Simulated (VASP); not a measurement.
A run of VASP 6.6.1 is set up as follows.

Contents of INCAR:

```
SYSTEM = Mn
PREC     = Accurate       ! precision mode
ENCUT    = 500            ! plane-wave cutoff, eV
EDIFF    = 1E-6           ! SCF threshold, eV
ISMEAR   = -1             ! smearing method
SIGMA    = 0.1            ! smearing width, eV
LREAL    = .FALSE.        ! projectors in reciprocal space
LASPH    = .TRUE.         ! aspherical terms in the spheres
NELM     = 200            ! most SCF steps
ALGO     = Normal         ! electronic algorithm
ISIF     = 2              ! what is computed and relaxed
LWAVE    = .FALSE.        ! write WAVECAR
LCHARG   = .FALSE.        ! write CHGCAR
ISPIN    = 2              ! spin polarisation
MAGMOM   = 1.799 -1.799   ! initial moments
LORBIT   = 11             ! projections on sites
LMAXMIX  = 4              ! l up to which the mixer works
GGA      = PE             ! functional
NBANDS   = 24             ! bands
GGA_COMPAT= .FALSE.
```

The input KPOINTS:

```
Automatic mesh
0
G
  6 6 5
  0 0 0
```

Contents of POSCAR:

```
Mn
1.0
    2.5721017014      0.0000000000      0.0000000000
    0.0000000000      2.5721017014      0.0000000000
    0.0000000000      0.0000000000      3.4580736772
Mn
2
Direct
    1.0000000000      0.0000000000      0.0000000000
    0.5000000000      0.5000000000      0.5000000000
```

Potentials or basis: VASP PAW PBE potentials, release 64 (Mn_pv).

The run is started by

```console
$ cat potpaw_PBE.64/Mn_pv/POTCAR > POTCAR
$ mpirun -np 1 vasp_std > vasp.out
```

**Question.** Predict the pressure.

**Answer.** 1.4 GPa.

**Question.** Estimate the net moment.

**Answer.** 0.00 μB per cell.

**Question.** What does it give for the band gap on the k mesh?

**Answer.** Zero (filled and empty bands overlap).

Stress tensor (GPa, compression positive):
```
1.70 0.00 0.00
0.00 1.70 0.00
0.00 0.00 0.94
```

Caveat: the k points lie up to 0.41 Å⁻¹ apart.
